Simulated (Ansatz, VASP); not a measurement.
## Two plane-wave programs on TaN

```
Ta N
1.0
     0.00000    2.20920    2.20920
     2.20920    0.00000    2.20920
     2.20920    2.20920    0.00000
Ta N
1 1
Cartesian
  2.2092 2.2092 2.2092
  0.0000 0.0000 0.0000
```

Alike in both runs: functional PBE; k mesh 16 × 16 × 16; occupations fermi-dirac, width 0.15 eV; no spin polarisation.

Ansatz relaxed the structure, and its values are those at the end. VASP's run is a single point on that final structure, the one shown.

|  | VASP | Ansatz |
| --- | --- | --- |
| version | VASP 6.6.1 | Ansatz 0.2.0 |
| potentials or method | VASP PAW PBE potentials, release 64 (Ta_pv, N), cutoff 520 eV | scalar-relativistic, plane waves, PAW |
| valence electrons in the cell | 16 | 18 |

Ansatz gave:

```
gap on the k mesh at the Fermi level (eV) : none
pressure (GPa)                            : 0.0
```

Problem. Estimate VASP's values.

Solution. gap on the k mesh at the Fermi level (eV): none; pressure (GPa): 0.8.

A gap of «none» marks a metal or a gap that the smearing closes. VASP's potentials hold 16 valence electrons a cell and Ansatz's 18, so a difference there can come from the potentials and not from the codes.

Spin-orbit coupling is off throughout.
